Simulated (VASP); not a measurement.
# C (Fd-3m) in VASP: a series of runs

The runs below take C through single point, with PBEsol.

Program: VASP 6.6.1. These are calculated values, not measurements. Logs are shortened: lines on timing, memory, paths and dates and some standing lists are left out, and cuts for length are marked.

**1. The cell of the first run**

Symmetry: Fd-3m, No. 227, cubic system. Conventional cell: a = 3.549 Å, b = 3.549 Å, c = 3.549 Å, α = 90.00°, β = 90.00°, γ = 90.00°. C (site symmetry -43m) has 4 C at 1.54 Å within 2.0 Å.

**2. Single point, PBEsol**

INCAR reads:

```
SYSTEM = C
PREC = Accurate
ENCUT = 520
EDIFF = 1E-7
ISMEAR = 0
SIGMA = 0.01
LREAL = .FALSE.
LASPH = .TRUE.
NELM = 60
ALGO = Normal
ISIF = 2
LWAVE = .FALSE.
LCHARG = .TRUE.
GGA = PS
LELF = .TRUE.
LVHAR = .TRUE.
NBANDS = 11
```

KPOINTS reads:

```
regular mesh
0
G
  12 12 12
  0 0 0
```

POSCAR reads:

```
C
1.0
    1.7742848629      1.7742848629      0.0000000000
   -1.7742848629      1.7742848629      0.0000000000
    0.0000000000      1.7742848629      1.7742848629
C
2
Direct
    0.5000000000      0.5000000000      0.0000000000
    0.7500000000      0.2500000000      0.5000000000
```

Potentials or basis: VASP PAW PBE potentials, release 64 (C).

Launch:

```
cat potpaw_PBE.64/C/POTCAR > POTCAR
mpirun -np 1 vasp_std > vasp.out
```

OUTCAR:

```text
SYSTEM = C
   PREC = Accurate
   ENCUT = 520
   EDIFF = 1E-7
   ISMEAR = 0
   LREAL = .FALSE.
   LASPH = .TRUE.
   NELM = 60
   ISIF = 2
   GGA = PS

 ion  position               nearest neighbor table
   1  0.500  0.500  0.000-   2 1.54   2 1.54   2 1.54   2 1.54
   2  0.750  0.250  0.500-   1 1.54   1 1.54   1 1.54   1 1.54

  LATTYP: Found a face centered cubic cell.
 ALAT       =     3.5485697258

  Lattice vectors:

 A1 = (   0.0000000000,   1.7742848629,   1.7742848629)
 A2 = (   1.7742848629,   0.0000000000,   1.7742848629)
 A3 = (   1.7742848629,   1.7742848629,   0.0000000000)

Analysis of symmetry for initial positions (statically):
=====================================================================
 Subroutine PRICEL returns:
 Original cell was already a primitive cell.

 Routine SETGRP: Setting up the symmetry group for a
 face centered cubic supercell.

 Subroutine GETGRP returns: Found 48 space group operations
 (whereof 24 operations were pure point group operations)
 out of a pool of 48 trial point group operations.

The static configuration has the point symmetry T_d .
 The point group associated with its full space group is O_h .

Analysis of symmetry for dynamics (positions and initial velocities):
=====================================================================
 Subroutine PRICEL returns:
 Original cell was already a primitive cell.

 Routine SETGRP: Setting up the symmetry group for a
 face centered cubic supercell.

 Subroutine GETGRP returns: Found 48 space group operations
 (whereof 24 operations were pure point group operations)
 out of a pool of 48 trial point group operations.

The dynamic configuration has the point symmetry T_d .
 The point group associated with its full space group is O_h .

 Subroutine INISYM returns: Found 48 space group operations
 (whereof 24 operations are pure point group operations),
 and found     1 'primitive' translations

----------------------------------------------------------------------------------------

                                     Primitive cell

  volume of cell :      11.1712

  direct lattice vectors                    reciprocal lattice vectors
     1.774284863  1.774284863  0.000000000     0.281803678  0.281803678 -0.281803678
    -1.774284863  1.774284863  0.000000000    -0.281803678  0.281803678 -0.281803678
     0.000000000  1.774284863  1.774284863     0.000000000  0.000000000  0.563607356

  length of vectors
     2.509217717  2.509217717  2.509217717     0.488098288  0.488098288  0.563607356

  position of ions in fractional coordinates (direct lattice)
     0.500000000  0.500000000  0.000000000
     0.750000000  0.250000000  0.500000000

  ion indices of the primitive-cell ions
   primitive index   ion index
                 1           1
                 2           2

----------------------------------------------------------------------------------------

 KPOINTS: regular mesh

Automatic generation of k-mesh.
 Grid dimensions read from file:
 generate k-points for:   12   12   12

 Generating k-lattice:

  Cartesian coordinates                     Fractional coordinates (reciprocal lattice)
     0.023483640  0.023483640 -0.023483640     0.083333333  0.000000000  0.000000000
    -0.023483640  0.023483640 -0.023483640     0.000000000  0.083333333  0.000000000
     0.000000000  0.000000000  0.046967280     0.000000000  0.000000000  0.083333333

  Length of vectors
     0.040674857  0.040674857  0.046967280

  Shift w.r.t. Gamma in fractional coordinates (k-lattice)
     0.000000000  0.000000000  0.000000000

 Subroutine IBZKPT returns following result:
 ===========================================

 Found     72 irreducible k-points:

 Following reciprocal coordinates:
            Coordinates               Weight
  0.000000  0.000000  0.000000      1.000000
  0.083333  0.000000  0.000000      8.000000
  0.166667  0.000000  0.000000      8.000000
  0.250000  0.000000  0.000000      8.000000
  0.333333  0.000000  0.000000      8.000000
  0.416667  0.000000  0.000000      8.000000
[... 16 lines left out ...]
  0.500000  0.166667  0.000000     24.000000
 -0.416667  0.166667  0.000000     24.000000
 [... further k-points ...]
   k-points           NKPTS =     72   k-points in BZ     NKDIM =     72   number of bands    NBANDS=     11
   number of dos      NEDOS =    301   number of ions     NIONS =      2
   total plane-waves  NPLWV =   8000
   dimension x,y,z NGX =    20 NGY =   20 NGZ =   20
   dimension x,y,z NGXF=    40 NGYF=   40 NGZF=   40
   ions per type =               2
   NGX,Y,Z   is equivalent  to a cutoff of  13.25, 13.25, 13.25 a.u.
   NGXF,Y,Z  is equivalent  to a cutoff of  26.50, 26.50, 26.50 a.u.
 SYSTEM =  C
   PREC   = accura    normal or accurate (medium, high low for compatibility)
   ISTART =      0    job   : 0-new  1-cont  2-samecut
   ICHARG =      2    charge: 1-file 2-atom 10-const
   ISPIN  =      1    spin polarized calculation?
   LNONCOLLINEAR =      F non collinear calculations
   LSORBIT =      F    spin-orbit coupling
   LASPH  =      T    aspherical Exc in radial PAW
   ENCUT  =  520.0 eV  38.22 Ry    6.18 a.u.   4.67  4.67  4.67*2*pi/ulx,y,z
   NELM   =     60;   NELMIN=  2; NELMDL= -5     # of ELM steps
   EDIFF  = 0.1E-06   stopping-criterion for ELM
   LREAL  =      F    real-space projection
   EDIFFG = 0.1E-05   stopping-criterion for IOM
   NSW    =      0    number of steps for IOM
   IBRION =     -1    ionic relax: 0-MD 1-quasi-New 2-CG
   NFREE  =      0    steps in history (QN), initial steepest desc. (CG)
   ISIF   =      2    stress and relaxation
   ISYM   =      2    0-nonsym 1-usesym 2-fastsym
   POTIM  = 0.5000    time-step for ionic-motion
   TEBEG  =    0.0;   TEEND  =   0.0 temperature during run
   PSTRESS=    0.0 pullay stress
   NELECT =       8.0000    total number of electrons
   NUPDOWN=      -1.0000    fix difference up-down
   EMIN   =  10.00;   EMAX   =-10.00  energy-range for DOS
   EFERMI =   0.00;   METHOD = LEGACY
   ISMEAR =     0;   SIGMA  =   0.01  broadening in eV -4-tet -1-fermi 0-gaus
   EFERMI_NEDOS =   21; number of points for ismear=-14 and -15
   IALGO  =     38    algorithm
   IMIX   =      4    mixing-type and parameters
     AMIX     =   0.40;   BMIX     =  1.00
     AMIX_MAG =   1.60;   BMIX_MAG =  1.00
  volume/ion in A,a.u.               =       5.59        37.69
  Fermi-wavevector in a.u.,A,eV,Ry     =   1.464664  2.767815 29.187790  2.145242
  Thomas-Fermi vector in A             =   2.580614
   LORBIT       =      0    0 simple, 1 ext, 2 COOP (PROOUT), +10 PAW based schemes
   GGA     = PS    functional components
   LHFCALC =     F    Hartree Fock is set to
   AEXX    =    0.0000 exact exchange contribution
   IVDW    =     0    specifies the selected vdW correction
   LEPSILON=     F    determine dielectric tensor
   LRPA    =     F    only Hartree local field effects (RPA)
 non-spin polarized calculation
 Gauss-broadening in eV      SIGMA  =   0.01
  energy-cutoff  :      520.00
  volume of cell :       11.17
 maximum number of plane-waves:       310
   NGX =  9   NGY =  9   NGZ =  9

 number of electron       7.9999999 magnetization

 Free energy of the ion-electron system (eV)
  ---------------------------------------------------
  ext. energy  EPLUGINS =         0.00000000
  ---------------------------------------------------
  free energy    TOTEN  =       -19.24897416 eV

  energy without entropy =      -19.24897416  energy(sigma->0) =      -19.24897416

 E-fermi :  10.0928     XC(G=0): -13.5087

 val. band max:        9.9323335247   @ k =   0.0000   0.0000   0.0000
 cond. band min:      14.0032330514   @ k =  -0.3333   0.3333   0.0000
 fundamental gap:      4.0708995267
 Fermi energy:        10.0928301475

 k-point     1 :       0.0000    0.0000    0.0000
  band No.  band energies     occupation
      1     -11.7968      2.00000
      2       9.9323      2.00000
      3       9.9323      2.00000
      4       9.9323      2.00000
      5      15.5136      0.00000
      6      15.5136      0.00000
      7      15.5136      0.00000
      8      23.6518      0.00000
      9      29.0882      0.00000
     10      36.5701      0.00000
     11      36.5701      0.00000

 k-point     2 :       0.0833    0.0000    0.0000
  band No.  band energies     occupation
      1     -11.6018      2.00000
      2       8.6821      2.00000
      3       9.6010      2.00000
      4       9.6010      2.00000
      5      15.9471      0.00000
      6      15.9471      0.00000
      7      16.2518      0.00000
      8      23.7951      0.00000
      9      29.4164      0.00000
     10      34.3150      0.00000
     11      34.3150      0.00000

 k-point     3 :       0.1667    0.0000    0.0000
  band No.  band energies     occupation
      1     -11.0195      2.00000
      2       6.1119      2.00000
      3       8.8851      2.00000
      4       8.8851      2.00000
      5      16.8827      0.00000
      6      16.8827      0.00000
      7      17.3853      0.00000
      8      24.2002      0.00000
      9      30.1027      0.00000
     10      32.6900      0.00000
     11      32.6900      0.00000

 k-point     4 :       0.2500    0.0000    0.0000
  band No.  band energies     occupation
      1     -10.0574      2.00000
      2       3.2359      2.00000
      3       8.1499      2.00000
      4       8.1499      2.00000
      5      17.7446      0.00000
      6      17.7446      0.00000
      7      18.1893      0.00000
      8      24.7554      0.00000
      9      30.5549      0.00000
     10      32.2757      0.00000
     11      32.2757      0.00000

 k-point     5 :       0.3333    0.0000    0.0000
  band No.  band energies     occupation
      1      -8.7353      2.00000
      2       0.4155      2.00000
      3       7.5680      2.00000
      4       7.5680      2.00000
      5      18.2203      0.00000
      6      18.2203      0.00000
      7      18.6610      0.00000
      8      25.2444      0.00000
      9      30.8346      0.00000
     10      33.1388      0.00000
     11      33.1388      0.00000
[... 211 lines left out ...]
 k-point    21 :       0.3333    0.1667    0.0000
  band No.  band energies     occupation
      1      -7.0329      2.00000
      2      -0.7662      2.00000
      3       4.1594      2.00000
      4       6.9131      2.00000
      5      17.9747      0.00000
      6      19.5377      0.00000
      7      21.1060      0.00000
      8      24.9811      0.00000
      9      29.9006      0.00000
     10      31.7030      0.00000
     11      34.7131      0.00000

 k-point    22 :       0.4167    0.1667    0.0000
  band No.  band energies     occupation
      1      -5.4788      2.00000
      2      -2.8236      2.00000
      3       4.3676      2.00000
      4       6.2716      2.00000
      5      17.4184      0.00000
      6      20.2041      0.00000
      7      21.3107      0.00000
      8      25.4543      0.00000
      9      29.3384      0.00000
     10      34.1224      0.00000
     11      34.6271      0.00000

 k-point    23 :       0.5000    0.1667    0.0000
  band No.  band energies     occupation
      1      -5.9335      2.00000
      2      -2.2810      2.00000
      3       4.8669      2.00000
      4       5.8834      2.00000
      5      16.9736      0.00000
      6      20.7027      0.00000
      7      21.3381      0.00000
      8      24.2484      0.00000
      9      30.0452      0.00000
     10      33.9016      0.00000
     11      36.5725      0.00000

 k-point    24 :      -0.4167    0.1667    0.0000
  band No.  band energies     occupation
      1      -7.5605      2.00000
      2       0.0140      2.00000
      3       5.6008      2.00000
      4       5.7916      2.00000
      5      16.5635      0.00000
      6      20.9900      0.00000
      7      21.2066      0.00000
      8      22.6090      0.00000
      9      30.9770      0.00000
     10      32.5416      0.00000
     11      37.3932      0.00000

 [... further k-points ...]
[... 5 lines left out ...]
  --------------------------------------------------------------------------------------
  -------------------------------------------------------------------------------------
  Total        0.2186386      0.2186386      0.2186386      0.0000000      0.0000000      0.0000000
  in kB       31.3572059     31.3572059     31.3572059      0.0000000      0.0000000      0.0000000
  external PRESSURE =      31.3572059 kB  Pullay stress =       0.0000000 kB

 VOLUME and BASIS-vectors are now :
 -----------------------------------------------------------------------------
  energy-cutoff  :      520.00
  volume of cell :       11.17
      direct lattice vectors                 reciprocal lattice vectors
     1.774284863  1.774284863  0.000000000     0.281803678  0.281803678 -0.281803678
    -1.774284863  1.774284863  0.000000000    -0.281803678  0.281803678 -0.281803678
     0.000000000  1.774284863  1.774284863     0.000000000  0.000000000  0.563607356

 POSITION                                       TOTAL-FORCE (eV/Angst)
 -----------------------------------------------------------------------------------
      0.00000      1.77428      0.00000         0.000000     -0.000000      0.000000
      0.88714      2.66143      0.88714        -0.000000      0.000000     -0.000000
 -----------------------------------------------------------------------------------
    total drift:                                0.000000      0.000000      0.000000

  FREE ENERGIE OF THE ION-ELECTRON SYSTEM (eV)
  ---------------------------------------------------
  free  energy   TOTEN  =       -19.2489741647 eV

  energy  without entropy=      -19.2489741647  energy(sigma->0) =      -19.24897416
```

Run time: 14 s. Hardware: 1 thread of Intel Xeon 8259CL, shared host; peak memory 0.12 GiB.

Results:

| Quantity | Value |
| --- | --- |
| Free energy | -19.2490 eV |
| Pressure | 3.1 GPa |
| Band gap on the k mesh | 4.07 eV, indirect (least direct gap 5.58 eV) |

Caveat: the PAW data sets were made with another functional, which shifts forces and pressure a little.

**3. Single point, PBEsol**

This run uses another cell than the first one, of 5.56 Å³/atom, 0.996 times its volume.

Changes to INCAR since step 2:

```diff
@@ -12,6 +12,4 @@
 LWAVE = .FALSE.
-LCHARG = .TRUE.
+LCHARG = .FALSE.
 GGA = PS
-LELF = .TRUE.
-LVHAR = .TRUE.
 NBANDS = 11
```

KPOINTS is that of step 2.

POSCAR reads:

```
C
1.0
    1.7717161758      1.7717161758      0.0000000000
   -1.7717161758      1.7717161758      0.0000000000
    0.0000000000      1.7717161758      1.7717161758
C
2
Direct
    0.5000000000      0.5000000000      0.0000000000
    0.7500000000      0.2500000000      0.5000000000
```

Potentials or basis: VASP PAW PBE potentials, release 64 (C).

Launch:

```
cat potpaw_PBE.64/C/POTCAR > POTCAR
mpirun -np 1 vasp_std > vasp.out
```

It took 11 s on 1 thread of Intel Xeon 8259CL, shared host; peak memory 0.12 GiB.

It converged, with:

```
Free energy            : -19.2477 eV
Pressure               : 5.2 GPa
Band gap on the k mesh : 4.08 eV, indirect (least direct gap 5.59 eV)
```

Levels at points of the mesh, in eV from the valence-band top:
| k point | band 2 | band 3 | band 4 | band 5 | band 6 | band 7 |
| --- | --- | --- | --- | --- | --- | --- |
| (0.00, 0.00, 0.00) | 0.00 | 0.00 | 0.00 | 5.59 | 5.59 | 5.59 |
| (0.50, 0.00, 0.00) | -13.69 | -2.86 | -2.86 | 8.47 | 8.47 | 9.11 |
| (0.50, 0.50, 0.00) | -12.92 | -6.46 | -6.46 | 4.64 | 4.64 | 17.09 |

Caveat: the PAW data sets were made with another functional, which shifts forces and pressure a little. A k mesh can miss the band edges.
